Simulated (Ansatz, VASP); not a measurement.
One calculation of LiNbO3, two programs

```
CELL_PARAMETERS angstrom
2.59239 1.49672 4.56282
-2.59239 1.49672 4.56282
0.00000 -2.99343 4.56282
ATOMIC_POSITIONS crystal
Li 0.25000 0.25000 0.25000
Li 0.75000 0.75000 0.75000
Nb 0.00000 0.00000 0.00000
Nb 0.50000 0.50000 0.50000
O 0.12848 0.37152 0.75000
O 0.75000 0.12848 0.37152
O 0.37152 0.75000 0.12848
O 0.87152 0.62848 0.25000
O 0.25000 0.87152 0.62848
O 0.62848 0.25000 0.87152
```

Alike in both runs: functional r2SCAN; k mesh 6 × 6 × 6; occupations gaussian, width 0.02 eV; no spin polarisation.

Ansatz relaxed the structure, and its values are those at the end. VASP's run is a single point on that final structure, the one shown.

|  | VASP | Ansatz |
| --- | --- | --- |
| version | VASP 6.6.1 | Ansatz 0.2.0 |
| potentials or method | VASP PAW PBE potentials, release 64 (Li_sv, Nb_sv, O), cutoff 520 eV | scalar-relativistic, plane waves, PAW |
| valence electrons in the cell | 68 | 68 |

Ansatz gave:

| Property | Result |
| --- | --- |
| gap on the k mesh at the Fermi level (eV) | 2.98 |
| least direct gap on the mesh (eV) | 3.09 |

**Question.** What did VASP give for the same quantities?

**Answer.** gap on the k mesh at the Fermi level (eV): 2.96; least direct gap on the mesh (eV): 3.08.

VASP's potentials were made for PBE, not for r2SCAN.

Noted on VASP's run: the cutoff is short for stress, so the pressure is rough.
